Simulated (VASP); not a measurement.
**Cu: single point with revPBE+D4**

Crystal: Cu.

```xyz
1
Lattice="0.0000 1.8430 1.8430 1.8430 0.0000 1.8430 1.8430 1.8430 0.0000" Properties=species:S:1:pos:R:3 pbc="T T T"
Cu    0.0000    0.0000    0.0000
```

- Program: VASP 6.6.1
- Task: single point
- Functional: revPBE
- Dispersion: D4
- Potentials or basis: VASP PAW PBE potentials, release 64 (Cu_sv_GW)
- Cutoff: 820 eV
- k mesh: 13 × 13 × 13
- Occupations: fermi-dirac, width 0.05 eV
- Spin: no spin polarisation

- Pressure: -15.1 GPa
- Band gap on the k mesh: zero (an odd number of electrons rules out a gap without spin polarisation)
- Dispersion energy per atom: -0.927 eV

Levels at points of the mesh, in eV from the Fermi level:
```
           k point  band 7  band 8  band 9  band 10  band 11  band 12  band 13  band 14
(0.00, 0.00, 0.00)   -2.99   -2.99   -2.23    -2.23    21.93    24.15    24.15    24.15
```

Wall time 26 s on 1 thread of Intel(R) Xeon(R) Platinum 8259CL CPU @ 2.50GHz (Skylake/Cascade Lake) (shared host), peak memory 0.17 GiB.

Caveat: the cell stands under tension; the PAW data sets were made with another functional, which shifts forces and pressure a little.
